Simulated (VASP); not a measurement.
# Zn (P6_3/mmc) in VASP: a series of runs

Zn is run at these levels: revPBE, PBE-based screened hybrid, HSE06, r2SCAN0; tasks: relaxation of cell and atoms, single point.

Program: VASP 6.6.1. These are calculated values, not measurements. Logs are shortened: lines on timing, memory, paths and dates and some standing lists are left out, and cuts for length are marked.

**1. The cell of the first run**

It takes space group P6_3/mmc (No. 194, hexagonal). Conventional cell: a = 2.670 Å, b = 2.670 Å, c = 4.966 Å, α = 90.00°, β = 90.00°, γ = 120.00°. Zn (site symmetry -6m2) has 12 Zn at 2.67 to 2.92 Å within 3.5 Å.

**2. Relaxation of cell and atoms, revPBE**

INCAR reads:

```
SYSTEM = Zn
  PREC = Accurate
  ENCUT = 600
  EDIFF = 1E-7
  ISMEAR = -1
  SIGMA = 0.05
  LREAL = .False.
  LASPH = .True.
  NELM = 60
  ALGO = Normal
  ISIF = 3
  LWAVE = .False.
  LCHARG = .False.
  GGA = RE
  IBRION = 2
  NSW = 60
  EDIFFG = -0.01
```

KPOINTS reads:

```
regular mesh
0
Gamma
  11 11 6
  0 0 0
```

POSCAR reads:

```
Zn
1.0
    2.6700000000      0.0000000000      0.0000000000
   -1.3350000000      2.3122878281      0.0000000000
    0.0000000000      0.0000000000      4.9660000000
Zn
2
Direct
    0.6666666667      0.3333333333      0.7500000000
    0.3333333333      0.6666666667      0.2500000000
```

Potentials or basis: VASP PAW PBE potentials, release 64 (Zn).

Run with:

```sh
$ cat potpaw_PBE.64/Zn/POTCAR > POTCAR
$ mpirun -np 1 vasp_std > vasp.out
```

OUTCAR:

```text
SYSTEM = Zn
   PREC = Accurate
   ENCUT = 600
   EDIFF = 1E-7
   ISMEAR = -1
   LREAL = .False.
   LASPH = .True.
   NELM = 60
   ISIF = 3
   GGA = RE
   IBRION = 2
   NSW = 60
   EDIFFG = -0.01

 ion  position               nearest neighbor table
   1  0.667  0.333  0.750-   2 2.92   2 2.92   2 2.92   2 2.92   2 2.92   2 2.92
   2  0.333  0.667  0.250-   1 2.92   1 2.92   1 2.92   1 2.92   1 2.92   1 2.92

  LATTYP: Found a hexagonal cell.
 ALAT       =     2.6700000000
 C/A-ratio  =     1.8599250936

  Lattice vectors:

 A1 = (   2.6700000000,   0.0000000000,   0.0000000000)
 A2 = (  -1.3350000000,   2.3122878281,   0.0000000000)
 A3 = (   0.0000000000,   0.0000000000,   4.9660000000)

Analysis of symmetry for initial positions (statically):
=====================================================================
 Subroutine PRICEL returns:
 Original cell was already a primitive cell.

 Routine SETGRP: Setting up the symmetry group for a
 hexagonal supercell.

 Subroutine GETGRP returns: Found 24 space group operations
 (whereof 12 operations were pure point group operations)
 out of a pool of 24 trial point group operations.

The static configuration has the point symmetry D_3d.
 The point group associated with its full space group is D_6h.

Analysis of symmetry for dynamics (positions and initial velocities):
=====================================================================
 Subroutine PRICEL returns:
 Original cell was already a primitive cell.

 Routine SETGRP: Setting up the symmetry group for a
 hexagonal supercell.

 Subroutine GETGRP returns: Found 24 space group operations
 (whereof 12 operations were pure point group operations)
 out of a pool of 24 trial point group operations.

The dynamic configuration has the point symmetry D_3d.
 The point group associated with its full space group is D_6h.

 Subroutine INISYM returns: Found 24 space group operations
 (whereof 12 operations are pure point group operations),
 and found     1 'primitive' translations

----------------------------------------------------------------------------------------

                                     Primitive cell

  volume of cell :      30.6591

  direct lattice vectors                    reciprocal lattice vectors
     2.670000000  0.000000000  0.000000000     0.374531835  0.216236056  0.000000000
    -1.335000000  2.312287828  0.000000000     0.000000000  0.432472112  0.000000000
     0.000000000  0.000000000  4.966000000     0.000000000  0.000000000  0.201369311

  length of vectors
     2.670000000  2.670000000  4.966000000     0.432472112  0.432472112  0.201369311

  position of ions in fractional coordinates (direct lattice)
     0.666666667  0.333333333  0.750000000
     0.333333333  0.666666667  0.250000000

  ion indices of the primitive-cell ions
   primitive index   ion index
                 1           1
                 2           2

----------------------------------------------------------------------------------------

 KPOINTS: regular mesh

Automatic generation of k-mesh.
 Grid dimensions read from file:
 generate k-points for:   11   11    6

 Generating k-lattice:

  Cartesian coordinates                     Fractional coordinates (reciprocal lattice)
     0.034048349  0.019657823  0.000000000     0.090909091  0.000000000  0.000000000
     0.000000000  0.039315647  0.000000000     0.000000000  0.090909091  0.000000000
     0.000000000  0.000000000  0.033561552     0.000000000  0.000000000  0.166666667

  Length of vectors
     0.039315647  0.039315647  0.033561552

  Shift w.r.t. Gamma in fractional coordinates (k-lattice)
     0.000000000  0.000000000  0.000000000

 Subroutine IBZKPT returns following result:
 ===========================================

 Found     64 irreducible k-points:

 Following reciprocal coordinates:
            Coordinates               Weight
  0.000000  0.000000  0.000000      1.000000
  0.090909  0.000000  0.000000      6.000000
  0.181818  0.000000  0.000000      6.000000
  0.272727  0.000000  0.000000      6.000000
  0.363636  0.000000  0.000000      6.000000
  0.454545  0.000000  0.000000      6.000000
[... 16 lines left out ...]
  0.090909  0.090909  0.166667     12.000000
  0.181818  0.090909  0.166667     24.000000
 [... further k-points ...]
   k-points           NKPTS =     64   k-points in BZ     NKDIM =     64   number of bands    NBANDS=     16
   number of dos      NEDOS =    301   number of ions     NIONS =      2
   total plane-waves  NPLWV =  23040
   dimension x,y,z NGX =    24 NGY =   24 NGZ =   40
   dimension x,y,z NGXF=    48 NGYF=   48 NGZF=   80
   ions per type =               2
   NGX,Y,Z   is equivalent  to a cutoff of  14.94, 14.94, 13.39 a.u.
   NGXF,Y,Z  is equivalent  to a cutoff of  29.89, 29.89, 26.78 a.u.
 SYSTEM =  Zn
   PREC   = accura    normal or accurate (medium, high low for compatibility)
   ISTART =      0    job   : 0-new  1-cont  2-samecut
   ICHARG =      2    charge: 1-file 2-atom 10-const
   ISPIN  =      1    spin polarized calculation?
   LNONCOLLINEAR =      F non collinear calculations
   LSORBIT =      F    spin-orbit coupling
   LASPH  =      T    aspherical Exc in radial PAW
   ENCUT  =  600.0 eV  44.10 Ry    6.64 a.u.   5.33  5.33  9.92*2*pi/ulx,y,z
   NELM   =     60;   NELMIN=  2; NELMDL= -5     # of ELM steps
   EDIFF  = 0.1E-06   stopping-criterion for ELM
   LREAL  =      F    real-space projection
   EDIFFG = -.1E-01   stopping-criterion for IOM
   NSW    =     60    number of steps for IOM
   IBRION =      2    ionic relax: 0-MD 1-quasi-New 2-CG
   NFREE  =      1    steps in history (QN), initial steepest desc. (CG)
   ISIF   =      3    stress and relaxation
   ISYM   =      2    0-nonsym 1-usesym 2-fastsym
   POTIM  = 0.5000    time-step for ionic-motion
   TEBEG  =    0.0;   TEEND  =   0.0 temperature during run
   PSTRESS=    0.0 pullay stress
   NELECT =      24.0000    total number of electrons
   NUPDOWN=      -1.0000    fix difference up-down
   EMIN   =  10.00;   EMAX   =-10.00  energy-range for DOS
   EFERMI =   0.00;   METHOD = LEGACY
   ISMEAR =    -1;   SIGMA  =   0.05  broadening in eV -4-tet -1-fermi 0-gaus
   EFERMI_NEDOS =   21; number of points for ismear=-14 and -15
   IALGO  =     38    algorithm
   IMIX   =      4    mixing-type and parameters
     AMIX     =   0.40;   BMIX     =  1.00
     AMIX_MAG =   1.60;   BMIX_MAG =  1.00
  volume/ion in A,a.u.               =      15.33       103.45
  Fermi-wavevector in a.u.,A,eV,Ry     =   1.508778  2.851177 30.972445  2.276410
  Thomas-Fermi vector in A             =   2.619187
   LORBIT       =      0    0 simple, 1 ext, 2 COOP (PROOUT), +10 PAW based schemes
   GGA     = RE    functional components
   LHFCALC =     F    Hartree Fock is set to
   AEXX    =    0.0000 exact exchange contribution
   IVDW    =     0    specifies the selected vdW correction
   LEPSILON=     F    determine dielectric tensor
   LRPA    =     F    only Hartree local field effects (RPA)
 conjugate gradient relaxation of ions
 non-spin polarized calculation
  energy-cutoff  :      600.00
  volume of cell :       30.66
 maximum number of plane-waves:      1052
 NGX is ok and might be reduce to    24
   NGX = 11   NGY = 11   NGZ = 19

--------------------------------------- Ionic step        1  -------------------------------------------

 number of electron      24.0000003 magnetization

 Free energy of the ion-electron system (eV)
  ---------------------------------------------------
  ext. energy  EPLUGINS =         0.00000000
  ---------------------------------------------------
  free energy    TOTEN  =        -1.60165368 eV

  energy without entropy =       -1.59691121  energy(sigma->0) =       -1.59928244

------------------------ aborting loop because EDIFF is reached ----------------------------------------

  FORCE on cell =-STRESS in cart. coord.  units (eV):
  Direction    XX          YY          ZZ          XY          YZ          ZX
  --------------------------------------------------------------------------------------
  -------------------------------------------------------------------------------------
  Total        0.4642626      0.4642626      0.1327644     -0.0000000      0.0000000      0.0000000
  in kB       24.2613194     24.2613194      6.9379665     -0.0000000      0.0000000      0.0000000
  external PRESSURE =      18.4868685 kB  Pullay stress =       0.0000000 kB
[... 89 lines left out ...]
  FREE ENERGIE OF THE ION-ELECTRON SYSTEM (eV)
  ---------------------------------------------------
  free  energy   TOTEN  =        -1.6072148315 eV

  energy  without entropy=       -1.6032324050  energy(sigma->0) =       -1.60522362

[... ionic steps 4 to 7 ...]

--------------------------------------- Ionic step        8  -------------------------------------------

 number of electron      23.9999996 magnetization

------------------------ aborting loop because EDIFF is reached ----------------------------------------

  FORCE on cell =-STRESS in cart. coord.  units (eV):
  Direction    XX          YY          ZZ          XY          YZ          ZX
  --------------------------------------------------------------------------------------
  -------------------------------------------------------------------------------------
  Total       -0.0357545     -0.0357545     -0.0164055     -0.0000000     -0.0000000      0.0000000
  in kB       -1.8354600     -1.8354600     -0.8421778     -0.0000000     -0.0000000      0.0000000
  external PRESSURE =      -1.5043660 kB  Pullay stress =       0.0000000 kB
[... 57 lines left out ...]
  energy  without entropy=       -1.6083231984  energy(sigma->0) =       -1.61001599

--------------------------------------- Ionic step       10  -------------------------------------------

 number of electron      23.9999996 magnetization

 Free energy of the ion-electron system (eV)
  ---------------------------------------------------
  ext. energy  EPLUGINS =         0.00000000
  ---------------------------------------------------
  free energy    TOTEN  =        -1.61175827 eV

  energy without entropy =       -1.60841916  energy(sigma->0) =       -1.61008871

 E-fermi :   3.0847     XC(G=0): -11.3382

 val. band max:        2.8463809793   @ k =   0.0909   0.0000   0.1667
 cond. band min:       3.1095552269   @ k =   0.4545   0.0909   0.5000
 fundamental gap:      0.2631742477
 Fermi energy:         3.0847117596

 k-point     1 :       0.0000    0.0000    0.0000
  band No.  band energies     occupation
      1      -7.1422      2.00000
      2      -5.3468      2.00000
      3      -4.6994      2.00000
      4      -4.5323      2.00000
      5      -4.5323      2.00000
      6      -4.4734      2.00000
[... 8 lines left out ...]
     15      19.2922      0.00000
     16      19.2922      0.00000
[... 420 lines left out ...]
  band No.  band energies     occupation
      1      -5.5309      2.00000
      2      -4.9464      2.00000
      3      -4.7050      2.00000
      4      -4.6342      2.00000
      5      -4.6043      2.00000
      6      -4.4555      2.00000
[... 8 lines left out ...]
     15      12.7898      0.00000
     16      14.7909      0.00000

 [... further k-points ...]
[... 5 lines left out ...]
  --------------------------------------------------------------------------------------
  -------------------------------------------------------------------------------------
  Total        0.0006956      0.0006956      0.0109996      0.0000000      0.0000000      0.0000000
  in kB        0.0357885      0.0357885      0.5659256      0.0000000      0.0000000      0.0000000
  external PRESSURE =       0.2125009 kB  Pullay stress =       0.0000000 kB
[... 17 lines left out ...]
  FREE ENERGIE OF THE ION-ELECTRON SYSTEM (eV)
  ---------------------------------------------------
  free  energy   TOTEN  =        -1.6117582661 eV

  energy  without entropy=       -1.6084191615  energy(sigma->0) =       -1.61008871

 reached required accuracy - stopping structural energy minimisation
```

Wall time 79 s (1 thread of Intel Xeon 6975P-C (Granite Rapids), shared host); peak memory 0.18 GiB.

Results:

```
Free energy                            : -1.6118 eV
Relaxed volume                         : 15.57 Å³/atom
Relaxed cell                           : a = 2.728 Å, b = 2.728 Å, c = 4.833 Å, α = 90.00°, β = 90.00°, γ = 120.00°
Space group after relaxing (to 0.05 Å) : P6_3/mmc (No. 194)
Energy gained by relaxing              : 5.1 meV/atom
Ionic steps                            : 10
Pressure after relaxing                : 0.0 GPa
Band gap on the k mesh                 : zero (band 12 reaches 4.52 eV, above the bottom of band 13 at 0.57 eV)
```

The path:
| step | energy change (eV) | largest force (eV/Å) | pressure (GPa) | volume (Å³) |
| --- | --- | --- | --- | --- |
| 1 | 0.0000 | 0.0000 | 1.85 | 30.66 |
| 2 | -0.0055 | 0.0000 | -0.10 | 31.45 |
| 3 | -0.0056 | 0.0000 | -0.22 | 31.50 |
| 4 | -0.0064 | 0.0000 | -0.26 | 31.46 |
| 5 | -0.0090 | 0.0000 | -0.28 | 31.34 |
| 6 | -0.0087 | 0.0000 | 0.00 | 31.09 |
| 7 | -0.0101 | 0.0000 | -0.14 | 31.22 |
| 8 | -0.0101 | 0.0000 | -0.15 | 31.21 |
| 9 | -0.0101 | 0.0000 | 0.20 | 31.06 |
| 10 | -0.0101 | 0.0000 | 0.02 | 31.14 |

Final structure:
```xyz
2
Lattice="2.7277 0.0000 0.0000 -1.3639 2.3623 0.0000 0.0000 0.0000 4.8327" Properties=species:S:1:pos:R:3 pbc="T T T"
Zn    1.3639    0.7874    3.6245
Zn    0.0000    1.5749    1.2082
```

Caveat: the PAW data sets were made with another functional, which shifts forces and pressure a little. revPBE gives volumes clearly too large for solids.

**3. Single point, PBE-based screened hybrid**

This run uses another cell than the first one, of 15.42 Å³/atom, 1.006 times its volume.

POSCAR reads:

```
Zn
1.0
    2.6360475747      0.0000000000      0.0000000000
   -1.3180237874      2.2828841653      0.0000000000
    0.0000000000      0.0000000000      5.1247142407
Zn
2
Direct
    0.6666666667      0.3333333333      0.7500000000
    0.3333333333      0.6666666667      0.2500000000
```

INCAR.step1 reads:

```
SYSTEM = Zn
ALGO = Normal
EDIFF = 1E-5
ENCUT = 520
GGA = PE
ISIF = 2
ISMEAR = -1
LASPH = .True.
LCHARG = .False.
LREAL = .False.
LWAVE = .True.
NBANDS = 19
NELM = 60
PREC = Accurate
SIGMA = 0.05
```

INCAR.step2 reads:

```
SYSTEM = Zn
AEXX = 0.25
ALGO = Normal
EDIFF = 1E-7
ENCUT = 520
GGA = PE
HFSCREEN = 0.3
ISIF = 2
ISMEAR = -1
ISTART = 1
LASPH = .True.
LCHARG = .False.
LHFCALC = .True.
LREAL = .False.
LWAVE = .False.
NBANDS = 19
NELM = 60
PREC = Accurate
PRECFOCK = Normal
SIGMA = 0.05
```

KPOINTS reads:

```
k-points
0
Gamma
  6 6 3
  0 0 0
```

Potentials or basis: VASP PAW PBE potentials, release 64 (Zn).

Run with:

```sh
$ cat potpaw_PBE.64/Zn/POTCAR > POTCAR
$ cp INCAR.step1 INCAR
$ mpirun -np 1 vasp_std > vasp.out
$ cp INCAR.step2 INCAR
$ mpirun -np 1 vasp_std > vasp.out
```

It took 39 min on 1 thread of AMD EPYC 7R43 (Zen 3), shared host; peak memory 0.21 GiB.

The run converged. Its results:

```yaml
Free_energy: -2.4980 eV
Pressure: 0.1 GPa
Band_gap_on_the_k_mesh: zero (band 12 reaches 3.89 eV, above the bottom of band 13 at -1.11 eV)
```

Stress tensor (GPa, compression positive):
```
0.19 0.00 0.00
0.00 0.19 0.00
0.00 0.00 0.06
```

Levels at points of the mesh, in eV from the Fermi level:
| k point | band 8 | band 9 | band 10 | band 11 | band 12 | band 13 | band 14 | band 15 | band 16 | band 17 |
| --- | --- | --- | --- | --- | --- | --- | --- | --- | --- | --- |
| (0.00, 0.00, 0.00) | -9.79 | -9.79 | -9.62 | -9.62 | -4.59 | -4.55 | 12.45 | 16.17 | 18.90 | 18.90 |
| (0.50, 0.00, 0.00) | -9.66 | -9.38 | -9.36 | -3.41 | -2.61 | 2.20 | 3.43 | 3.87 | 5.46 | 11.08 |

Caveat: the k points lie up to 0.46 Å⁻¹ apart; the PAW data sets were made with another functional, which shifts forces and pressure a little.

(Part 1 of 2 ends here.)
